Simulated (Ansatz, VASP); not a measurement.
# One calculation of ScAl3N4, two programs

Contents of POSCAR:

```
ScAl3N4
1.0
   -3.2215000000      0.0000000000      0.0000000000
    0.0000000000      5.5798016766      0.0000000000
    1.6107500000     -2.7899008383     -5.0615000000
Sc Al N
1 3 4
Direct
    0.0000000000      0.3333333300      0.0000000000
    0.5000000000      0.8333333300      0.0000000000
    0.7500000000      0.4166666700      0.5000000000
    0.2500000000      0.9166666700      0.5000000000
    0.8090000000      0.1423333300      0.6180000000
    0.3090000000      0.6423333300      0.6180000000
    0.5590000000      0.2256666700      0.1180000000
    0.0590000000      0.7256666700      0.1180000000
```

File INCAR.step1:

```
PREC = Accurate
ENCUT = 600
ISMEAR = 0
SIGMA = 0.1
LREAL = False
LASPH = True
NELM = 60
GGA = PE
ALGO = Normal
EDIFF = 1E-4
LWAVE = True
LCHARG = False
```

The input INCAR.step2:

```
PREC = Accurate
ENCUT = 600
EDIFF = 1E-7
ISMEAR = 0
SIGMA = 0.1
LREAL = False
LASPH = True
NELM = 60
ALGO = Normal
ISIF = 3
LWAVE = False
LCHARG = False
METAGGA = R2SCAN
LMIXTAU = True
IBRION = 2
NSW = 100
EDIFFG = -0.05
ISTART = 1
```

Contents of KPOINTS:

```
regular mesh
0
Gamma
  6 6 6
```

Input for Ansatz:

```yaml
crystal:
  lattice:
    - [-3.2215, 0.0, 0.0]
    - [0.0, 5.5798016766, 0.0]
    - [1.61075, -2.7899008383, -5.0615]
  atoms:
    - { symbol: Sc, position: [0.0, 0.33333333, 0.0] }
    - { symbol: Al, position: [0.5, 0.83333333, 0.0] }
    - { symbol: Al, position: [0.75, 0.41666667, 0.5] }
    - { symbol: Al, position: [0.25, 0.91666667, 0.5] }
    - { symbol: "N", position: [0.809, 0.14233333, 0.618] }
    - { symbol: "N", position: [0.309, 0.64233333, 0.618] }
    - { symbol: "N", position: [0.559, 0.22566667, 0.118] }
    - { symbol: "N", position: [0.059, 0.72566667, 0.118] }
basis:
  ecutwfc: 600.0
kpoints:
  mp_grid: { grid: [6, 6, 6] }
hamiltonian:
  xc: r2scan
  pseudopotentials: { kind: paw, azcp: { folder: soft_1 } }
scf:
  occupations: { method: gaussian, width: 0.1 }
output:
  forces: true
  stress: true
  eigenvalues: true
relax:
  adjacent_minimum: "off"
  f_tol: 0.05
  max_steps: 80
  cell: { stress_tol: 0.5 }
```

Alike in both runs: task relaxation of cell and atoms; functional r2SCAN; k mesh 6 × 6 × 6; occupations gaussian, width 0.1 eV; no spin polarisation.

|  | VASP | Ansatz |
| --- | --- | --- |
| version | VASP 6.6.1 | Ansatz 0.2.0 |
| potentials or method | VASP PAW PBE potentials, release 64 (Sc_sv, Al, N), cutoff 600 eV | scalar-relativistic, plane waves, PAW |
| valence electrons in the cell | 40 | 40 |

Ansatz gave:

- gap on the k mesh at the Fermi level, each at its own relaxed structure (eV): 4.25
- relaxed volume (Å³/atom): 11.35
- relaxed length of the cell vector where the two differ most in proportion (Å): 5.998

Estimate VASP's values.

gap on the k mesh at the Fermi level, each at its own relaxed structure (eV): 4.30; relaxed volume (Å³/atom): 11.35; relaxed length of the cell vector where the two differ most in proportion (Å): 6.007.

VASP's potentials were made for PBE, not for r2SCAN.
